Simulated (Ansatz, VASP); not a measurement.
Two plane-wave programs on InSb

```
In Sb
1.0
     0.00000    3.04221    3.04221
     3.04221    0.00000    3.04221
     3.04221    3.04221    0.00000
In Sb
1 1
Direct
  0.00000 0.00000 0.00000
  0.50000 0.50000 0.50000
```

Alike in both runs: task single point; functional PBE; k mesh 6 × 6 × 6; occupations fermi-dirac, width 0.02 eV; no spin polarisation.

|  | VASP | Ansatz |
| --- | --- | --- |
| version | VASP 6.6.1 | Ansatz 0.2.0 |
| potentials or method | VASP PAW PBE potentials, release 64 (In_d, Sb) | plane waves, PAW |
| plane-wave cutoff (eV) | 520 | 420 |
| valence electrons in the cell | 18 | 28 |

```tsv
	VASP	Ansatz	Ansatz less VASP
pressure (GPa)	1.6	1.6	+0.01
```

VASP's potentials hold 18 valence electrons a cell and Ansatz's 28, so a difference there can come from the potentials and not from the codes.

Neither program's run includes spin-orbit coupling.
